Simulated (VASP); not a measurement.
Runs of VASP 6.6.1 on H4C2O3. The cells are those of the table. 

```tsv
cell	gap on the mesh (eV)	pressure (GPa)	largest force (eV/Å)
a = 6.363 Å, 27 atoms	(c)	3.5	5.11
a = 6.217 Å, 27 atoms	2.14	4.6	3.56
a = 6.264 Å, 27 atoms	2.02	6.3	(a)
a = 6.551 Å, 27 atoms	2.08	(b)	(d)
a = 6.773 Å, 27 atoms	2.21	2.8	4.48
a = 6.224 Å, 27 atoms	2.06	6.4	4.66
```

Alike in all rows: task single point; level LDA; potentials or basis VASP PAW LDA potentials, release 64 (O, C, H); no spin polarisation; k mesh 1 × 1 × 1; cutoff (eV) 520; smearing fermi-dirac 0.02 eV.

Task: Fill in the values left out.

Result: (a) 3.96; (b) 5.3; (c) 1.84; (d) 4.52.

Caveats: all runs use coarse meshes.

A k mesh can miss the band edges.
